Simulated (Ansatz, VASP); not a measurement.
## One calculation of PtSe2, two programs

```xyz
3
Lattice="3.7240 0.0000 0.0000 -1.8620 3.2251 0.0000 0.0000 0.0000 5.0620" Properties=species:S:1:pos:R:3 pbc="T T T"
Pt    0.0000    0.0000    0.0000
Se    1.8620    1.0750    3.7965
Se    0.0000    2.1501    1.2655
```

Alike in both runs: task single point; functional PBE; k mesh 8 × 8 × 5; occupations gaussian, width 0.015 eV; no spin polarisation.

|  | VASP | Ansatz |
| --- | --- | --- |
| version | VASP 6.6.1 | Ansatz 0.2.0 |
| potentials or method | VASP PAW PBE potentials, release 64 (Pt, Se) | Ansatz PAW |
| plane-wave cutoff (eV) | 520 | 420 |
| valence electrons in the cell | 22 | 50 |

```csv
,VASP,Ansatz,Ansatz less VASP
gap on the k mesh at the Fermi level (eV),none,none,-
pressure (GPa),7.3,7.3,+0.01
"traceless stress, the component that is largest in VASP (GPa)",-1.16,-1.15,+0.005
rms of the force components (eV/Å),0.271,0.269,-0.0025
```

Atom by atom the forces differ by 0.003 eV/Å (rms over components). A gap of «none» marks a metal or a gap that the smearing closes. VASP's potentials hold 22 valence electrons a cell and Ansatz's 50, so a difference there can come from the potentials and not from the codes.

Neither program's run includes spin-orbit coupling.
